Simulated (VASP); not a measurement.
# Ti4C3 (Pm-3m) in VASP: further runs, part 3 of 3

VASP 6.6.1.

## Step 7: Relaxation of cell and atoms, PBE

Input file INCAR:

```
PREC = Accurate
ENCUT = 600
EDIFF = 1E-6
ISMEAR = 0
SIGMA = 0.1
LREAL = False
LASPH = True
NELM = 80
ALGO = Normal
ISIF = 3
LWAVE = False
LCHARG = False
GGA = PE
IBRION = 2
NSW = 100
EDIFFG = -0.01
```

Input file KPOINTS:

```
Automatic mesh
0
Gamma
  10 10 10
```

Input file POSCAR:

```
Ti4C3
1.0
    4.3102352073      0.0000000000      0.0000000000
    0.0000000000      4.3102352073      0.0000000000
    0.0000000000      0.0000000000      4.3102352073
Ti C
4 3
Direct
    0.5000000000      0.0000000000      0.0000000000
    0.0000000000      0.5000000000      0.0000000000
    0.0000000000      0.0000000000      0.5000000000
    0.5000000000      0.5000000000      0.5000000000
    0.0000000000      0.5000000000      0.5000000000
    0.5000000000      0.0000000000      0.5000000000
    0.5000000000      0.5000000000      0.0000000000
```

Potentials or basis: VASP PAW PBE potentials, release 64 (Ti_sv, C).

The run is started by

```
> cat potpaw_PBE.64/Ti_sv/POTCAR potpaw_PBE.64/C/POTCAR > POTCAR
> mpirun -np 1 vasp_std > vasp.out
```

OUTCAR:

```text
PREC = Accurate
   ENCUT = 600
   EDIFF = 1E-6
   ISMEAR = 0
   LREAL = False
   LASPH = True
   NELM = 80
   ISIF = 3
   GGA = PE
   IBRION = 2
   NSW = 100
   EDIFFG = -0.01

 ion  position               nearest neighbor table
   1  0.500  0.000  0.000-   6 2.16   7 2.16   6 2.16   7 2.16
   2  0.000  0.500  0.000-   5 2.16   7 2.16   5 2.16   7 2.16
   3  0.000  0.000  0.500-   5 2.16   6 2.16   5 2.16   6 2.16
   4  0.500  0.500  0.500-   5 2.16   6 2.16   7 2.16   7 2.16   6 2.16   5 2.16
   5  0.000  0.500  0.500-   2 2.16   3 2.16   4 2.16   2 2.16   3 2.16   4 2.16
   6  0.500  0.000  0.500-   1 2.16   3 2.16   4 2.16   1 2.16   4 2.16   3 2.16
   7  0.500  0.500  0.000-   1 2.16   2 2.16   4 2.16   4 2.16   1 2.16   2 2.16

  LATTYP: Found a simple cubic cell.
 ALAT       =     4.3102352073

  Lattice vectors:

 A1 = (   4.3102352073,   0.0000000000,   0.0000000000)
 A2 = (   0.0000000000,   4.3102352073,   0.0000000000)
 A3 = (   0.0000000000,   0.0000000000,   4.3102352073)

Analysis of symmetry for initial positions (statically):
=====================================================================
 Subroutine PRICEL returns:
 Original cell was already a primitive cell.

 Routine SETGRP: Setting up the symmetry group for a
 simple cubic supercell.

 Subroutine GETGRP returns: Found 48 space group operations
 (whereof 48 operations were pure point group operations)
 out of a pool of 48 trial point group operations.

The static configuration has the point symmetry O_h .

Analysis of symmetry for dynamics (positions and initial velocities):
=====================================================================
 Subroutine PRICEL returns:
 Original cell was already a primitive cell.

 Routine SETGRP: Setting up the symmetry group for a
 simple cubic supercell.

 Subroutine GETGRP returns: Found 48 space group operations
 (whereof 48 operations were pure point group operations)
 out of a pool of 48 trial point group operations.

The dynamic configuration has the point symmetry O_h .

 Subroutine INISYM returns: Found 48 space group operations
 (whereof 48 operations are pure point group operations),
 and found     1 'primitive' translations

----------------------------------------------------------------------------------------

                                     Primitive cell

  volume of cell :      80.0761

  direct lattice vectors                    reciprocal lattice vectors
     4.310235207  0.000000000  0.000000000     0.232005900  0.000000000  0.000000000
     0.000000000  4.310235207  0.000000000     0.000000000  0.232005900  0.000000000
     0.000000000  0.000000000  4.310235207     0.000000000  0.000000000  0.232005900

  length of vectors
     4.310235207  4.310235207  4.310235207     0.232005900  0.232005900  0.232005900

  position of ions in fractional coordinates (direct lattice)
     0.500000000  0.000000000  0.000000000
     0.000000000  0.500000000  0.000000000
     0.000000000  0.000000000  0.500000000
     0.500000000  0.500000000  0.500000000
     0.000000000  0.500000000  0.500000000
     0.500000000  0.000000000  0.500000000
     0.500000000  0.500000000  0.000000000

  ion indices of the primitive-cell ions
   primitive index   ion index
                 1           1
                 2           2
                 3           3
                 4           4
[... 33 lines left out ...]
  0.100000  0.000000  0.000000      6.000000
  0.200000  0.000000  0.000000      6.000000
  0.300000  0.000000  0.000000      6.000000
  0.400000  0.000000  0.000000      6.000000
  0.500000  0.000000  0.000000      3.000000
[... 16 lines left out ...]
  0.200000  0.100000  0.100000     24.000000
  0.300000  0.100000  0.100000     24.000000
 [... further k-points ...]
   k-points           NKPTS =     56   k-points in BZ     NKDIM =     56   number of bands    NBANDS=     36
   number of dos      NEDOS =    301   number of ions     NIONS =      7
   total plane-waves  NPLWV =  46656
   dimension x,y,z NGX =    36 NGY =   36 NGZ =   36
   dimension x,y,z NGXF=    72 NGYF=   72 NGZF=   72
   ions per type =               4   3
   NGX,Y,Z   is equivalent  to a cutoff of  13.89, 13.89, 13.89 a.u.
   NGXF,Y,Z  is equivalent  to a cutoff of  27.77, 27.77, 27.77 a.u.
 SYSTEM =  unknown system
   PREC   = accura    normal or accurate (medium, high low for compatibility)
   ISTART =      0    job   : 0-new  1-cont  2-samecut
   ICHARG =      2    charge: 1-file 2-atom 10-const
   ISPIN  =      1    spin polarized calculation?
   LNONCOLLINEAR =      F non collinear calculations
   LSORBIT =      F    spin-orbit coupling
   LASPH  =      T    aspherical Exc in radial PAW
   ENCUT  =  600.0 eV  44.10 Ry    6.64 a.u.   8.61  8.61  8.61*2*pi/ulx,y,z
   NELM   =     80;   NELMIN=  2; NELMDL= -5     # of ELM steps
   EDIFF  = 0.1E-05   stopping-criterion for ELM
   LREAL  =      F    real-space projection
   EDIFFG = -.1E-01   stopping-criterion for IOM
   NSW    =    100    number of steps for IOM
   IBRION =      2    ionic relax: 0-MD 1-quasi-New 2-CG
   NFREE  =      1    steps in history (QN), initial steepest desc. (CG)
   ISIF   =      3    stress and relaxation
   ISYM   =      2    0-nonsym 1-usesym 2-fastsym
   POTIM  = 0.5000    time-step for ionic-motion
   TEBEG  =    0.0;   TEEND  =   0.0 temperature during run
   PSTRESS=    0.0 pullay stress
   NELECT =      60.0000    total number of electrons
   NUPDOWN=      -1.0000    fix difference up-down
   EMIN   =  10.00;   EMAX   =-10.00  energy-range for DOS
   EFERMI =   0.00;   METHOD = LEGACY
   ISMEAR =     0;   SIGMA  =   0.10  broadening in eV -4-tet -1-fermi 0-gaus
   EFERMI_NEDOS =   21; number of points for ismear=-14 and -15
   IALGO  =     38    algorithm
   IMIX   =      4    mixing-type and parameters
     AMIX     =   0.40;   BMIX     =  1.00
     AMIX_MAG =   1.60;   BMIX_MAG =  1.00
  volume/ion in A,a.u.               =      11.44        77.20
  Fermi-wavevector in a.u.,A,eV,Ry     =   1.486931  2.809893 30.082007  2.210965
  Thomas-Fermi vector in A             =   2.600156
   LORBIT       =      0    0 simple, 1 ext, 2 COOP (PROOUT), +10 PAW based schemes
   GGA     = PE    functional components
   LHFCALC =     F    Hartree Fock is set to
   AEXX    =    0.0000 exact exchange contribution
   IVDW    =     0    specifies the selected vdW correction
   LEPSILON=     F    determine dielectric tensor
   LRPA    =     F    only Hartree local field effects (RPA)
 conjugate gradient relaxation of ions
 non-spin polarized calculation
 Gauss-broadening in eV      SIGMA  =   0.10
  energy-cutoff  :      600.00
  volume of cell :       80.08
 maximum number of plane-waves:      2721
 NGX is ok and might be reduce to    36
   NGX = 17   NGY = 17   NGZ = 17

 number of electron      60.0000012 magnetization

 Free energy of the ion-electron system (eV)
  ---------------------------------------------------
  ext. energy  EPLUGINS =         0.00000000
  ---------------------------------------------------
  free energy    TOTEN  =       -63.91302025 eV

  energy without entropy =      -63.90389434  energy(sigma->0) =      -63.90845730

 E-fermi :   9.0675     XC(G=0): -12.2944

 val. band max:        9.0451182009   @ k =   0.3000   0.0000   0.0000
 cond. band min:       9.0767457934   @ k =   0.1000   0.0000   0.0000
 fundamental gap:      0.0316275925
 Fermi energy:         9.0675253134

 k-point     1 :       0.0000    0.0000    0.0000
  band No.  band energies     occupation
      1     -47.7729      2.00000
      2     -47.6898      2.00000
      3     -47.6898      2.00000
      4     -47.5741      2.00000
      5     -24.2148      2.00000
      6     -24.2148      2.00000
[... 925 lines left out ...]
     35      10.6941      0.00000
     36      11.1930      0.00000

 [... further k-points ...]
[... 5 lines left out ...]
  --------------------------------------------------------------------------------------
  -------------------------------------------------------------------------------------
  Total        0.0415898      0.0415898      0.0415898      0.0000000     -0.0000000      0.0000000
  in kB        0.8321359      0.8321359      0.8321359      0.0000000     -0.0000000      0.0000000
  external PRESSURE =       0.8321359 kB  Pullay stress =       0.0000000 kB

 VOLUME and BASIS-vectors are now :
 -----------------------------------------------------------------------------
  energy-cutoff  :      600.00
  volume of cell :       80.08
      direct lattice vectors                 reciprocal lattice vectors
     4.310235207  0.000000000  0.000000000     0.232005900  0.000000000  0.000000000
     0.000000000  4.310235207  0.000000000     0.000000000  0.232005900  0.000000000
     0.000000000  0.000000000  4.310235207     0.000000000  0.000000000  0.232005900

 POSITION                                       TOTAL-FORCE (eV/Angst)
 -----------------------------------------------------------------------------------
      2.15512      0.00000      0.00000         0.000000      0.000000      0.000000
      0.00000      2.15512      0.00000         0.000000      0.000000      0.000000
      0.00000      0.00000      2.15512         0.000000      0.000000      0.000000
      2.15512      2.15512      2.15512         0.000000      0.000000      0.000000
      0.00000      2.15512      2.15512         0.000000      0.000000      0.000000
      2.15512      0.00000      2.15512         0.000000      0.000000      0.000000
      2.15512      2.15512      0.00000         0.000000      0.000000      0.000000
 -----------------------------------------------------------------------------------
    total drift:                                0.000000      0.000000     -0.000000

  FREE ENERGIE OF THE ION-ELECTRON SYSTEM (eV)
  ---------------------------------------------------
  free  energy   TOTEN  =       -63.9130202487 eV

  energy  without entropy=      -63.9038943429  energy(sigma->0) =      -63.90845730

 reached required accuracy - stopping structural energy minimisation
```

It took 99 s on 1 thread of Intel Xeon 6975P-C (Granite Rapids), shared host; peak memory 0.29 GiB.

What came out:

```
Free energy             : -63.9130 eV
Pressure after relaxing : 0.1 GPa
Band gap on the k mesh  : zero (band 30 reaches 9.62 eV, above the bottom of band 31 at 8.46 eV)
```

Final structure:
```
CELL_PARAMETERS angstrom
4.31024 0.00000 0.00000
0.00000 4.31024 0.00000
0.00000 0.00000 4.31024
ATOMIC_POSITIONS crystal
Ti 0.50000 0.00000 0.00000
Ti 0.00000 0.50000 0.00000
Ti 0.00000 0.00000 0.50000
Ti 0.50000 0.50000 0.50000
C 0.00000 0.50000 0.50000
C 0.50000 0.00000 0.50000
C 0.50000 0.50000 0.00000
```

Caveat: the relaxation stopped at its first step, so nothing moved.

## Step 8: Overview

| task | spin | cell | k mesh | cutoff (eV) | gap on the mesh (eV) | pressure (GPa) |
| --- | --- | --- | --- | --- | --- | --- |
| single point | off | a = 4.310 Å, 7 atoms | 4 × 4 × 4 | 520 | none | 0.1 |
| single point | off | a = 4.386 Å, 7 atoms | 4 × 4 × 4 | 520 | none | -10.2 |
| relaxation of cell and atoms | off | relaxed from a = 4.386 Å, 7 atoms | 4 × 4 × 4 | 600 | none | -0.1 |
| single point | off | a = 4.310 Å, 7 atoms | 10 × 10 × 10 | 520 | none | 0.2 |
| single point | collinear, ferromagnetic start | a = 4.310 Å, 7 atoms | 4 × 4 × 4 | 520 | none | 0.1 |
| relaxation of cell and atoms | off | relaxed from a = 4.310 Å, 7 atoms | 10 × 10 × 10 | 600 | none | 0.1 |

Alike in all rows: level PBE; potentials or basis VASP PAW PBE potentials, release 64 (Ti_sv, C); smearing gaussian 0.1 eV.

Caveats: some runs use coarse meshes; the relaxation stopped at its first step, so nothing moved (some runs).

Total energies depend on the potentials used, so only differences within one code and one set of settings carry meaning.
